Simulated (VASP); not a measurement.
Wanted: the native input for a VASP 6.6.1 run.

```
Task                               : single point
Functional                         : PBE-based screened hybrid with 25 % exact exchange
Potentials or basis                : VASP PAW PBE potentials, release 64 (As, B)
Cutoff                             : 420 eV
k mesh                             : 5 × 5 × 5
Occupations                        : fermi-dirac, width 0.05 eV
Spin                               : no spin polarisation
Dipole correction                  : no
Grid for exact exchange (PRECFOCK) : Normal
Share of exact exchange            : 0.25
Further INCAR settings             : ALGO = Normal; EDIFF = 1e-06; NBANDS = 11
Screening parameter                : 0.3 1/Å
```

BAs:

```
As B
1.0
     0.00000    2.35622    2.35622
     2.35622    0.00000    2.35622
     2.35622    2.35622    0.00000
As B
1 1
Cartesian
  3.5343 3.5343 3.5343
  0.0000 0.0000 0.0000
```

These files were run (other wordings do the same):

POSCAR

```
BAs
1.0
    0.0000000000      2.3562190158      2.3562190158
    2.3562190158      0.0000000000      2.3562190158
    2.3562190158      2.3562190158      0.0000000000
As B
1 1
Direct
    0.7500000000      0.7500000000      0.7500000000
    0.0000000000      0.0000000000      0.0000000000
```

INCAR.step1

```
SYSTEM = BAs
PREC = Accurate
ENCUT = 420
EDIFF = 1E-5
ISMEAR = -1
SIGMA = 0.05
LREAL = .FALSE.
LASPH = .TRUE.
NELM = 120
ALGO = Normal
ISIF = 2
LWAVE = .TRUE.
LCHARG = .FALSE.
NBANDS = 11
GGA = PE
GGA_COMPAT = .FALSE.
```

INCAR.step2

```
SYSTEM = BAs
PREC = Accurate
ENCUT = 420
EDIFF = 1E-6
ISMEAR = -1
SIGMA = 0.05
LREAL = .FALSE.
LASPH = .TRUE.
NELM = 120
ALGO = Normal
ISIF = 2
LWAVE = .FALSE.
LCHARG = .FALSE.
GGA = PE
LHFCALC = .TRUE.
AEXX = 0.25
HFSCREEN = 0.3
PRECFOCK = Normal
NBANDS = 11
ISTART = 1
GGA_COMPAT = .FALSE.
```

KPOINTS

```
regular mesh
0
G
  5 5 5
  0 0 0
```

Potentials or basis: VASP PAW PBE potentials, release 64 (As, B).

Run with:

```bash
$ cat potpaw_PBE.64/As/POTCAR potpaw_PBE.64/B/POTCAR > POTCAR
$ cp INCAR.step1 INCAR
$ mpirun -np 1 vasp_std > vasp.out
$ cp INCAR.step2 INCAR
$ mpirun -np 1 vasp_std > vasp.out
```

Results of the run:

```yaml
Pressure: 6.4 GPa
Band_gap_on_the_k_mesh: 1.63 eV (least direct gap 3.99 eV)
```

Caveat: the k points lie up to 0.46 Å⁻¹ apart; the PAW data sets were made with another functional, which shifts forces and pressure a little; an odd mesh through Γ misses points on the zone boundary, where band edges can lie.

Wall time 77 s on 1 thread of Intel(R) Xeon(R) 6975P-C (Granite Rapids), with other jobs on the host, peak memory 0.24 GiB.
